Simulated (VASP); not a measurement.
A run of VASP 6.6.1 is set up as follows.

The input INCAR:

```
SYSTEM = BeZn2Se3
PREC = Accurate ; ENCUT = 600
EDIFF = 1E-6 ; ISMEAR = 0
SIGMA = 0.1 ; LREAL = .FALSE.
LASPH = .TRUE. ; NELM = 80
ALGO = Normal ; ISIF = 3
LWAVE = .FALSE. ; LCHARG = .FALSE.
GGA = PE ; IBRION = 2
NSW = 90 ; EDIFFG = -0.04
```

The input KPOINTS:

```
Automatic mesh
0
G
  6 6 2
  0 0 0
```

File POSCAR:

```
BeZn2Se3
1.0
    4.6402326500      0.0000000000      0.0000000000
   -2.3201163200      4.0185593500      0.0000000000
    0.0000000000      0.0000000000      7.7322896300
Be Zn Se
1 2 3
Direct
    0.0000000000      0.0000000000      0.0000000000
    0.0000000000      0.0000000000      0.2292482300
    0.0000000000      0.0000000000      0.7707517700
    0.3333333300      0.6666666700      0.0000000000
    0.6666666700      0.3333333300      0.0000000000
    0.0000000000      0.0000000000      0.5000000000
```

Potentials or basis: VASP PAW PBE potentials, release 64 (Be, Zn, Se).

Launch:

```bash
$ cat potpaw_PBE.64/Be/POTCAR potpaw_PBE.64/Zn/POTCAR potpaw_PBE.64/Se/POTCAR > POTCAR
$ mpirun -np 1 vasp_std > vasp.out
```

Q: What does it give for the relaxed cell?

A: a = 4.697 Å, b = 4.697 Å, c = 9.001 Å, α = 90.00°, β = 90.00°, γ = 120.00°.

Q: What does it give for the band gap on the k mesh?

A: Zero (band 22 reaches 0.39 eV, above the bottom of band 23 at -0.48 eV).

Q: Estimate the space group after relaxing (to 0.05 Å).

A: P6/mmm (No. 191).

Stress tensor (GPa, compression positive):
```
0.00 0.00 0.00
0.00 0.00 0.00
0.00 0.00 0.10
```

Caveat: the k points lie up to 0.35 Å⁻¹ apart in the final cell.
